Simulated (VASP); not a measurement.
# Ge (I4_1/amd) in VASP: settings compared

Aim: see how the results for Ge move with the level of theory and the settings. Levels: LDA, PBEsol. Tasks: vibrations by perturbation theory, single point.

Everything below comes from runs of VASP 6.6.1. Logs are shortened: lines on timing, memory, paths and dates and some standing lists are left out, and cuts for length are marked.

## 1. The cell of the first run

It takes space group I4_1/amd (No. 141, tetragonal). The conventional cell has a = 5.149 Å, b = 5.149 Å, c = 2.795 Å, α = 90.00°, β = 90.00°, γ = 90.00°. Within 3.5 Å of Ge (site symmetry -4m2) lie 10 Ge at 2.67 to 3.32 Å.

## 2. Vibrations by perturbation theory, LDA

The input, INCAR:

```
PREC     = Accurate       # precision mode
ENCUT    = 520            # plane-wave cutoff, eV
EDIFF    = 1E-8           # SCF threshold, eV
ISMEAR   = -1             # smearing method
SIGMA    = 0.05           # smearing width, eV
LREAL    = False          # projectors in reciprocal space
LASPH    = True           # aspherical terms in the spheres
NELM     = 80             # most SCF steps
ALGO     = Normal         # electronic algorithm
ISIF     = 2              # what is computed and relaxed
LWAVE    = False          # write WAVECAR
LCHARG   = False          # write CHGCAR
NBANDS   = 21             # bands
IBRION   = 8              # ionic algorithm
NSW      = 1              # ionic steps
```

The input, KPOINTS:

```
regular mesh
0
Gamma
  8 8 8
```

The input, POSCAR:

```
Ge
1.0
   -2.5744897190      2.5744897190      1.3974126432
    2.5744897190     -2.5744897190      1.3974126432
    2.5744897190      2.5744897190     -1.3974126432
Ge
2
Direct
    0.5000000000      0.5000000000      0.0000000000
    0.2500000000      0.7500000000      0.5000000000
```

Potentials or basis: VASP PAW LDA potentials, release 64 (Ge_d).

Command:

```
cat potpaw_LDA.64/Ge_d/POTCAR > POTCAR
mpirun -np 1 vasp_std > vasp.out
```

OUTCAR:

```text
PREC = Accurate
   ENCUT = 520
   EDIFF = 1E-8
   ISMEAR = -1
   LREAL = False
   LASPH = True
   NELM = 80
   ISIF = 2
   IBRION = 8
   NSW = 1

 ion  position               nearest neighbor table
   1  0.500  0.500  0.000-   2 2.67   2 2.67   2 2.67   2 2.67
   2  0.250  0.750  0.500-   1 2.67   1 2.67   1 2.67   1 2.67

  LATTYP: Found a body centered tetragonal cell.
 ALAT       =     5.1489794380
 C/A-ratio  =     0.5427920853

  Lattice vectors:

 A1 = (  -2.5744897190,   2.5744897190,   1.3974126432)
 A2 = (   2.5744897190,  -2.5744897190,   1.3974126432)
 A3 = (   2.5744897190,   2.5744897190,  -1.3974126432)

Analysis of symmetry for initial positions (statically):
=====================================================================
 Subroutine PRICEL returns:
 Original cell was already a primitive cell.

 Routine SETGRP: Setting up the symmetry group for a
 body centered tetragonal supercell.

 Subroutine GETGRP returns: Found 16 space group operations
 (whereof  8 operations were pure point group operations)
 out of a pool of 16 trial point group operations.

The static configuration has the point symmetry D_2d.
 The point group associated with its full space group is D_4h.

Analysis of symmetry for dynamics (positions and initial velocities):
=====================================================================
 Subroutine PRICEL returns:
 Original cell was already a primitive cell.

 Routine SETGRP: Setting up the symmetry group for a
 body centered tetragonal supercell.

 Subroutine GETGRP returns: Found 16 space group operations
 (whereof  8 operations were pure point group operations)
 out of a pool of 16 trial point group operations.

The dynamic configuration has the point symmetry D_2d.
 The point group associated with its full space group is D_4h.

 Subroutine INISYM returns: Found 16 space group operations
 (whereof  8 operations are pure point group operations),
 and found     1 'primitive' translations

----------------------------------------------------------------------------------------

                                     Primitive cell

  volume of cell :      37.0482

  direct lattice vectors                    reciprocal lattice vectors
    -2.574489719  2.574489719  1.397412643     0.000000000  0.194213244  0.357804119
     2.574489719 -2.574489719  1.397412643     0.194213244  0.000000000  0.357804119
     2.574489719  2.574489719 -1.397412643     0.194213244  0.194213244  0.000000000

  length of vectors
     3.899840602  3.899840602  3.899840602     0.407114937  0.407114937  0.274659004

  position of ions in fractional coordinates (direct lattice)
     0.500000000  0.500000000  0.000000000
     0.250000000  0.750000000  0.500000000

  ion indices of the primitive-cell ions
   primitive index   ion index
                 1           1
                 2           2

----------------------------------------------------------------------------------------

 KPOINTS: regular mesh

Automatic generation of k-mesh.
 Grid dimensions read from file:
 generate k-points for:    8    8    8

 Generating k-lattice:

  Cartesian coordinates                     Fractional coordinates (reciprocal lattice)
     0.000000000  0.024276656  0.044725515     0.125000000  0.000000000  0.000000000
     0.024276656  0.000000000  0.044725515     0.000000000  0.125000000  0.000000000
     0.024276656  0.024276656  0.000000000     0.000000000  0.000000000  0.125000000

  Length of vectors
[... 80 lines left out ...]
   GGA     = CA    functional components
   LHFCALC =     F    Hartree Fock is set to
   AEXX    =    0.0000 exact exchange contribution
   IVDW    =     0    specifies the selected vdW correction
   LEPSILON=     F    determine dielectric tensor
   LRPA    =     F    only Hartree local field effects (RPA)
 non-spin polarized calculation
  energy-cutoff  :      520.00
  volume of cell :       37.05
 maximum number of plane-waves:      1021
 NGX is ok and might be reduce to    30

--------------------------------------- Ionic step        1  -------------------------------------------

 number of electron      28.0000028 magnetization

 Free energy of the ion-electron system (eV)
  ---------------------------------------------------
  ext. energy  EPLUGINS =         0.00000000
  ---------------------------------------------------
  free energy    TOTEN  =       -10.00218438 eV

  energy without entropy =       -9.99468536  energy(sigma->0) =       -9.99843487

 E-fermi :   6.4689     XC(G=0): -11.6060

 val. band max:        6.4195799432   @ k =  -0.2500   0.2500   0.2500
 cond. band min:       6.5531208277   @ k =   0.3750   0.3750   0.1250
 fundamental gap:      0.1335408845
 Fermi energy:         6.4689044874

 k-point     1 :       0.0000    0.0000    0.0000
  band No.  band energies     occupation
      1     -18.3182      2.00000
      2     -18.2679      2.00000
      3     -18.2419      2.00000
      4     -18.2353      2.00000
      5     -18.1314      2.00000
      6     -18.1314      2.00000
[... 565 lines left out ...]
     20      16.5727      0.00000
     21      16.6526      0.00000

 [... further k-points ...]

------------------------ aborting loop because EDIFF is reached ----------------------------------------

  FORCE on cell =-STRESS in cart. coord.  units (eV):
  Direction    XX          YY          ZZ          XY          YZ          ZX
  --------------------------------------------------------------------------------------
  -------------------------------------------------------------------------------------
  Total       -0.9389508     -0.9389508      0.1384375      0.0000000      0.0000000      0.0000000
  in kB      -40.6056455    -40.6056455      5.9868346      0.0000000      0.0000000      0.0000000
  external PRESSURE =     -25.0748188 kB  Pullay stress =       0.0000000 kB

 VOLUME and BASIS-vectors are now :
 -----------------------------------------------------------------------------
  energy-cutoff  :      520.00
  volume of cell :       37.05
      direct lattice vectors                 reciprocal lattice vectors
    -2.574489719  2.574489719  1.397412643     0.000000000  0.194213244  0.357804119
     2.574489719 -2.574489719  1.397412643     0.194213244  0.000000000  0.357804119
     2.574489719  2.574489719 -1.397412643     0.194213244  0.194213244  0.000000000

 POSITION                                       TOTAL-FORCE (eV/Angst)
 -----------------------------------------------------------------------------------
      0.00000      0.00000      1.39741        -0.000000      0.000000      0.000000
      2.57449      0.00000      0.69871         0.000000     -0.000000     -0.000000
 -----------------------------------------------------------------------------------
    total drift:                                0.000000     -0.000000      0.000000

  FREE ENERGIE OF THE ION-ELECTRON SYSTEM (eV)
  ---------------------------------------------------
  free  energy   TOTEN  =       -10.0021843846 eV

  energy  without entropy=       -9.9946853635  energy(sigma->0) =       -9.99843487

[... ionic steps 2 to 3 ...]

--------------------------------------- Ionic step        4  -------------------------------------------

------------------------ aborting loop because EDIFF is reached ----------------------------------------

[... ionic steps 5 to 5 ...]

--------------------------------------- Ionic step        6  -------------------------------------------

 Free energy of the ion-electron system (eV)
  ---------------------------------------------------
  ---------------------------------------------------
  free energy    TOTEN  =        -0.18493444 eV

  energy without entropy =       -0.18493444

------------------------ aborting loop because EDIFF is reached ----------------------------------------

 INTERNAL STRAIN TENSOR  FOR ION    1  DIRECTION 3   (eV/Angst):
 -----------------------------------------------------------------------------
    -2.92294  0.00000  0.00000
     0.00000  2.91486  0.00000
     0.00000  0.00000  0.00391

 INTERNAL STRAIN TENSOR FOR ION    2 for displacements in x,y,z  (eV/Angst):
          X           Y           Z          XY          YZ          ZX
  --------------------------------------------------------------------------------
  x     0.00000     0.00000     0.00000     0.00000     0.00000     1.26420
  y     0.00000     0.00000     0.00000     0.00000    -0.99793     0.00000
  z     2.91890    -2.91890     0.00000     0.00000     0.00000     0.00000

 SECOND DERIVATIVES (NOT SYMMETRIZED)
 ------------------------------------
               1X          1Y          1Z          2X          2Y          2Z
  1X    -3.443015    0.000000    0.000000    3.443015    0.000000    0.000000
  1Y     0.000000   -3.443015    0.000000    0.000000    3.443015    0.000000
  1Z     0.000000    0.000000   -0.678298    0.000000    0.000000    0.678298
  2X     3.443015    0.000000    0.000000   -3.443015    0.000000    0.000000
  2Y     0.000000    3.443015    0.000000    0.000000   -3.443015    0.000000
  2Z     0.000000    0.000000    0.678298    0.000000    0.000000   -0.678298

 Eigenvectors and eigenvalues of the dynamical matrix
 ----------------------------------------------------

   1 f  =    4.814342 THz    30.249406 2PiTHz  160.589179 cm-1    19.910512 meV
             X         Y         Z           dx          dy          dz
      0.000000  0.000000  1.397413     0.000000   -0.707107    0.000000
      2.574490  0.000000  0.698706     0.000000    0.707107    0.000000
[... 16 lines left out ...]
   5 f  =    0.000000 THz     0.000000 2PiTHz    0.000000 cm-1     0.000000 meV
             X         Y         Z           dx          dy          dz
      0.000000  0.000000  1.397413     0.000000    0.707107    0.000000
      2.574490  0.000000  0.698706     0.000000    0.707107    0.000000

   6 f/i=    0.000000 THz     0.000000 2PiTHz    0.000000 cm-1     0.000000 meV
             X         Y         Z           dx          dy          dz
      0.000000  0.000000  1.397413     0.000000    0.000000    0.707107
      2.574490  0.000000  0.698706     0.000000    0.000000    0.707107

--------------------------------------------------------------------------------------------------------

 ELASTIC MODULI CONTR FROM IONIC RELAXATION (kBar)
 Direction    XX          YY          ZZ          XY          YZ          ZX
 --------------------------------------------------------------------------------
 XX        -543.2035    543.2035      0.0000      0.0000      0.0000      0.0000
 YY         543.2035   -543.2035      0.0000      0.0000      0.0000      0.0000
 ZZ           0.0000      0.0000      0.0000      0.0000      0.0000      0.0000
 XY           0.0000      0.0000      0.0000      0.0000      0.0000      0.0000
 YZ           0.0000      0.0000      0.0000      0.0000    -12.5085      0.0000
 ZX           0.0000      0.0000      0.0000      0.0000      0.0000    -20.0741
 --------------------------------------------------------------------------------
```

Run time: 4.3 min. Hardware: 1 thread of Intel Xeon 6975P-C (Granite Rapids), shared host; peak memory 0.32 GiB.

What came out:

- Highest phonon frequency at Γ: 161 cm⁻¹

Phonon frequencies in cm⁻¹ (negative: imaginary):
| q point | frequencies |
| --- | --- |
| (0.000, 0.000, 0.000) | 0 0 0 71 161 161 |

Caveat: the cell stands under pressure or tension, which shifts response properties.

## 3. Single point, PBEsol

This run uses another cell than the first one: it holds 4 atoms, not 2.

The input, POSCAR:

```
Ge
1.0
    5.1489794400      0.0000000000      0.0000000000
    0.0000000000      5.1489794400      0.0000000000
    0.0000000000      0.0000000000      2.7948252900
Ge
4
Direct
    0.0000000000      0.0000000000      0.5000000000
    0.0000000000      0.5000000000      0.7500000000
    0.5000000000      0.5000000000      0.0000000000
    0.5000000000      0.0000000000      0.2500000000
```

The input, INCAR.step1:

```
PREC = Accurate
ENCUT = 520
EDIFF = 1E-6
ISMEAR = 0
SIGMA = 0.05
LREAL = F
LASPH = T
NELM = 100
ALGO = Normal
ISIF = 2
LWAVE = F
LCHARG = T
GGA = PS
NBANDS = 36
```

The input, KPOINTS.step1:

```
Automatic mesh
0
Gamma
  5 5 9
```

The input, INCAR.step2:

```
PREC = Accurate
ENCUT = 520
EDIFF = 1E-6
ISMEAR = -5
SIGMA = 0.05
LREAL = F
LASPH = T
NELM = 100
ALGO = Normal
ISIF = 2
LWAVE = F
LCHARG = F
GGA = PS
LORBIT = 11
NBANDS = 36
NEDOS = 1001
ICHARG = 11
```

The input, KPOINTS.step2:

```
Automatic mesh
0
Gamma
  8 8 14
```

Potentials or basis: VASP PAW PBE potentials, release 64 (Ge_d).

Command:

```
cat potpaw_PBE.64/Ge_d/POTCAR > POTCAR
cp INCAR.step1 INCAR
cp KPOINTS.step1 KPOINTS
mpirun -np 1 vasp_std > vasp.out
cp INCAR.step2 INCAR
cp KPOINTS.step2 KPOINTS
mpirun -np 1 vasp_std > vasp.out
```

It took 5.8 min on 1 thread of Intel Xeon 8259CL, shared host; peak memory 0.34 GiB.

The run converged. Its results:

```yaml
Valence_electrons_inside_the_program's_atomic_spheres: Ge 12.27
```

Levels at points of the mesh, in eV from the Fermi level:
```tsv
k point	band 26	band 27	band 28	band 29	band 30	band 31
(0.00, 0.00, 0.00)	-4.07	-2.34	-2.34	3.25	6.16	6.16
(0.50, 0.00, 0.00)	-4.62	-0.10	-0.10	3.83	3.83	7.17
(0.50, 0.50, 0.00)	0.62	0.62	0.62	1.91	1.91	1.91
(0.00, 0.00, 0.50)	-3.39	-1.64	-1.64	-1.64	-1.64	0.75
(0.50, 0.00, 0.50)	-2.64	-2.02	-2.02	-1.34	-1.34	2.47
(0.50, 0.50, 0.50)	-4.35	-4.35	-4.35	4.25	4.25	4.25
```

Caveat: the PAW data sets were made with another functional, which shifts forces and pressure a little; tetrahedron occupations give inexact forces and stress in metals.
